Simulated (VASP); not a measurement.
The system is MnSb.

```
Sb Mn
1.0
     4.15000    0.00000    0.00000
    -2.07500    3.59401    0.00000
     0.00000    0.00000    5.78000
Sb Mn
2 2
Direct
  0.66667 0.33333 0.75000
  0.33333 0.66667 0.25000
  0.00000 0.00000 0.50000
  0.00000 0.00000 0.00000
```

Base run:

```yaml
Program: VASP 6.6.1
Functional: LDA
Potentials_or_basis: VASP PAW LDA potentials, release 64 (Sb, Mn_pv)
Cutoff: 520 eV
k_mesh: 7 × 7 × 5
Occupations: fermi-dirac, width 0.05 eV
Spin: collinear spin, ferromagnetic start
Starting_moments: "[0.0, 0.0, 4.0, 4.0] μB"
Hubbard_terms: Mn d U = 4.0 eV
```

Its results: pressure 0.3 GPa; net moment 7.94 μB per cell; site moments Sb -0.17; Mn +4.09 μB.

Task: The run is repeated on the same cell with these changes: hubbard terms from Mn d U = 4.0 eV to Mn d U = 3.0 eV. What comes out?

Result: Pressure -2.0 GPa; net moment 7.74 μB per cell; site moments Sb -0.15; Mn +3.95 μB.

Caveats: the run started ferromagnetic, and an antiferromagnetic order may lie lower in energy; the U is typed as a test and isn't derived for this compound.
